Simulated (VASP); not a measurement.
# Te (P3_121) in VASP: single point with r2SCAN

Aim: the single point of Te with r2SCAN.

All numbers are computed with VASP 6.6.1; they aren't measurements. Logs are shortened: lines on timing, memory, paths and dates and some standing lists are left out, and cuts for length are marked.

## Step 1: The cell of the first run

Symmetry: P3_121, No. 152, trigonal system. Conventional cell: a = 4.632 Å, b = 4.632 Å, c = 5.887 Å, α = 90.00°, β = 90.00°, γ = 120.00°. Te (site symmetry 2) has 6 Te at 2.83 to 3.62 Å within 3.7 Å.

## Step 2: Single point, r2SCAN

Input file POSCAR:

```
Te
1.0
    4.6324895871      0.0000000000      0.0000000000
   -2.3162447935      4.0118536652      0.0000000000
    0.0000000000      0.0000000000      5.8869033509
Te
3
Direct
    0.2535874855      0.0000000000      0.3333333333
    1.0000000000      0.2535874855      0.6666666667
    0.7464125145      0.7464125145      0.0000000000
```

Input file INCAR.step1:

```
  PREC = Accurate
  ENCUT = 520
  ISMEAR = -1
  SIGMA = 0.05
  LREAL = False
  LASPH = True
  NELM = 100
  NBANDS = 16
  GGA = PE
  ALGO = Normal
  EDIFF = 1E-4
  LWAVE = True
  LCHARG = False
```

Input file INCAR.step2:

```
  PREC = Accurate
  ENCUT = 520
  EDIFF = 1E-7
  ISMEAR = -1
  SIGMA = 0.05
  LREAL = False
  LASPH = True
  NELM = 100
  ALGO = Normal
  ISIF = 2
  LWAVE = False
  LCHARG = True
  METAGGA = R2SCAN
  LMIXTAU = True
  LELF = True
  LVHAR = True
  NBANDS = 16
  ISTART = 1
```

Input file KPOINTS:

```
regular mesh
0
Gamma
  7 7 5
```

Potentials or basis: VASP PAW PBE potentials, release 64 (Te).

Command:

```console
> cat potpaw_PBE.64/Te/POTCAR > POTCAR
> cp INCAR.step1 INCAR
> mpirun -np 1 vasp_std > vasp.out
> cp INCAR.step2 INCAR
> mpirun -np 1 vasp_std > vasp.out
```

OUTCAR:

```text
PREC = Accurate
   ENCUT = 520
   EDIFF = 1E-7
   ISMEAR = -1
   LREAL = False
   LASPH = True
   NELM = 100
   ISIF = 2
   METAGGA = R2SCAN
   ISTART = 1

 ion  position               nearest neighbor table
   1  0.254  0.000  0.333-   3 2.83   2 2.83   3 3.62   3 3.62   2 3.62   2 3.62
   2  0.000  0.254  0.667-   3 2.83   1 2.83   3 3.62   3 3.62   1 3.62   1 3.62
   3  0.746  0.746  0.000-   2 2.83   1 2.83   2 3.62   1 3.62   1 3.62   2 3.62

  LATTYP: Found a hexagonal cell.
 ALAT       =     4.6324895871
 C/A-ratio  =     1.2707860947

  Lattice vectors:

 A1 = (   4.6324895871,   0.0000000000,   0.0000000000)
 A2 = (  -2.3162447935,   4.0118536652,   0.0000000000)
 A3 = (   0.0000000000,   0.0000000000,   5.8869033509)

Analysis of symmetry for initial positions (statically):
=====================================================================
 Subroutine PRICEL returns:
 Original cell was already a primitive cell.

 Routine SETGRP: Setting up the symmetry group for a
 hexagonal supercell.

 Subroutine GETGRP returns: Found  6 space group operations
 (whereof  2 operations were pure point group operations)
 out of a pool of 24 trial point group operations.

The static configuration has the point symmetry C_2 .
 The point group associated with its full space group is D_3 .

Analysis of symmetry for dynamics (positions and initial velocities):
=====================================================================
 Subroutine PRICEL returns:
 Original cell was already a primitive cell.

 Routine SETGRP: Setting up the symmetry group for a
 hexagonal supercell.

 Subroutine GETGRP returns: Found  6 space group operations
 (whereof  2 operations were pure point group operations)
 out of a pool of 24 trial point group operations.

The dynamic configuration has the point symmetry C_2 .
 The point group associated with its full space group is D_3 .

 Subroutine INISYM returns: Found  6 space group operations
 (whereof  2 operations are pure point group operations),
 and found     1 'primitive' translations

----------------------------------------------------------------------------------------

                                     Primitive cell

  volume of cell :     109.4073

  direct lattice vectors                    reciprocal lattice vectors
     4.632489587  0.000000000  0.000000000     0.215866648  0.124630667  0.000000000
    -2.316244794  4.011853665  0.000000000     0.000000000  0.249261335  0.000000000
[... 83 lines left out ...]
   LSORBIT =      F    spin-orbit coupling
   LASPH  =      T    aspherical Exc in radial PAW
   ENCUT  =  520.0 eV  38.22 Ry    6.18 a.u.   8.61  8.61 10.95*2*pi/ulx,y,z
   NELM   =    100;   NELMIN=  2; NELMDL=  0     # of ELM steps
   EDIFF  = 0.1E-06   stopping-criterion for ELM
   LREAL  =      F    real-space projection
   EDIFFG = 0.1E-05   stopping-criterion for IOM
   NSW    =      0    number of steps for IOM
   IBRION =     -1    ionic relax: 0-MD 1-quasi-New 2-CG
   NFREE  =      0    steps in history (QN), initial steepest desc. (CG)
   ISIF   =      2    stress and relaxation
   ISYM   =      2    0-nonsym 1-usesym 2-fastsym
   POTIM  = 0.5000    time-step for ionic-motion
   TEBEG  =    0.0;   TEEND  =   0.0 temperature during run
   PSTRESS=    0.0 pullay stress
   NELECT =      18.0000    total number of electrons
   NUPDOWN=      -1.0000    fix difference up-down
   EMIN   =  10.00;   EMAX   =-10.00  energy-range for DOS
   EFERMI =   0.00;   METHOD = LEGACY
   ISMEAR =    -1;   SIGMA  =   0.05  broadening in eV -4-tet -1-fermi 0-gaus
   EFERMI_NEDOS =   21; number of points for ismear=-14 and -15
   IALGO  =     38    algorithm
   IMIX   =      4    mixing-type and parameters
     AMIX     =   0.40;   BMIX     =  1.00
     AMIX_MAG =   1.60;   BMIX_MAG =  1.00
  volume/ion in A,a.u.               =      36.47       246.11
  Fermi-wavevector in a.u.,A,eV,Ry     =   0.897050  1.695179 10.948601  0.804699
  Thomas-Fermi vector in A             =   2.019586
   LORBIT       =      0    0 simple, 1 ext, 2 COOP (PROOUT), +10 PAW based schemes
   METAGGA = R2SCAN    functional components
   LHFCALC =     F    Hartree Fock is set to
   AEXX    =    0.0000 exact exchange contribution
   IVDW    =     0    specifies the selected vdW correction
   LEPSILON=     F    determine dielectric tensor
   LRPA    =     F    only Hartree local field effects (RPA)
 non-spin polarized calculation
  energy-cutoff  :      520.00
  volume of cell :      109.41
 maximum number of plane-waves:      2963
 NGX is ok and might be reduce to    36
   NGX = 17   NGY = 17   NGZ = 21

 number of electron      17.9999999 magnetization

 Free energy of the ion-electron system (eV)
  ---------------------------------------------------
  ext. energy  EPLUGINS =         0.00000000
  ---------------------------------------------------
  free energy    TOTEN  =       -76.24617976 eV

  energy without entropy =      -76.24617451  energy(sigma->0) =      -76.24617714

 E-fermi :   5.2716     XC(G=0):  -9.1239

 val. band max:        4.7482335313   @ k =   0.2857   0.2857   0.4000
 cond. band min:       5.7222504867   @ k =   0.0000   0.0000   0.4000
 fundamental gap:      0.9740169554
 Fermi energy:         5.2716453474

 k-point     1 :       0.0000    0.0000    0.0000
  band No.  band energies     occupation
      1      -8.9569      2.00000
      2      -5.5362      2.00000
      3      -5.5362      2.00000
      4       1.6821      2.00000
      5       1.9068      2.00000
      6       1.9068      2.00000
[... 433 lines left out ...]
      3      -4.4219      2.00000
      4       0.3090      2.00000
      5       1.3045      2.00000
      6       1.6096      2.00000
[... 8 lines left out ...]
     15      11.4347      0.00000
     16      12.1186      0.00000

 [... further k-points ...]
[... 5 lines left out ...]
  --------------------------------------------------------------------------------------
  -------------------------------------------------------------------------------------
  Total       -0.0089451     -0.0089451      0.0869514     -0.0000000      0.0000000      0.0000000
  in kB       -0.1309931     -0.1309931      1.2733291     -0.0000000      0.0000000      0.0000000
  external PRESSURE =       0.3371143 kB  Pullay stress =       0.0000000 kB

 VOLUME and BASIS-vectors are now :
 -----------------------------------------------------------------------------
  energy-cutoff  :      520.00
  volume of cell :      109.41
      direct lattice vectors                 reciprocal lattice vectors
     4.632489587  0.000000000  0.000000000     0.215866648  0.124630667  0.000000000
    -2.316244794  4.011853665  0.000000000     0.000000000  0.249261335  0.000000000
     0.000000000  0.000000000  5.886903351     0.000000000  0.000000000  0.169868595

 POSITION                                       TOTAL-FORCE (eV/Angst)
 -----------------------------------------------------------------------------------
      1.17474      0.00000      1.96230         0.018782      0.000000      0.000000
     -0.58737      1.01736      3.92460        -0.009391      0.016266     -0.000000
      1.72887      2.99450      0.00000        -0.009391     -0.016266     -0.000000
 -----------------------------------------------------------------------------------
    total drift:                               -0.000000     -0.000000      0.000000

  FREE ENERGIE OF THE ION-ELECTRON SYSTEM (eV)
  ---------------------------------------------------
  free  energy   TOTEN  =       -76.2461797643 eV

  energy  without entropy=      -76.2461745092  energy(sigma->0) =      -76.24617714
```

OSZICAR.step1:

```text
N       E                     dE             d eps       ncg     rms          rms(c)
DAV:   1     0.734485616028E+02    0.73449E+02   -0.64610E+03  1024   0.892E+02
DAV:   2    -0.468869170038E+01   -0.78137E+02   -0.74410E+02  1336   0.135E+02
DAV:   3    -0.934773122465E+01   -0.46590E+01   -0.46375E+01  1224   0.369E+01
DAV:   4    -0.943616133851E+01   -0.88430E-01   -0.88415E-01  1624   0.587E+00
DAV:   5    -0.943698319576E+01   -0.82186E-03   -0.82185E-03  1304   0.501E-01    0.114E+01
DAV:   6    -0.941397276866E+01    0.23010E-01   -0.21220E-02  1376   0.849E-01    0.730E+00
DAV:   7    -0.940944693620E+01    0.45258E-02   -0.48971E-02  1224   0.130E+00    0.321E-01
DAV:   8    -0.940847286058E+01    0.97408E-03   -0.87843E-03  1232   0.508E-01    0.176E-01
DAV:   9    -0.940851231600E+01   -0.39455E-04   -0.25572E-04  1488   0.100E-01
   1 F= -.94085123E+01 E0= -.94085009E+01  d E =-.227706E-04
```

It took 3.8 min on 1 thread of Intel Xeon 6975P-C, shared host; peak memory 0.27 GiB.

What came out:

```
Free energy            : -76.2462 eV
Pressure               : 0.0 GPa
Largest force          : 0.019 eV/Å
Band gap on the k mesh : 0.97 eV, indirect (least direct gap 1.12 eV)
```

Forces on the atoms (eV/Å):
```
Te   0.019  0.000  0.000
Te  -0.009  0.016  0.000
Te  -0.009 -0.016  0.000
```

Caveat: the PAW data sets were made with another functional, which shifts forces and pressure a little; spin-orbit coupling is left out, which moves the levels of the heavy elements.
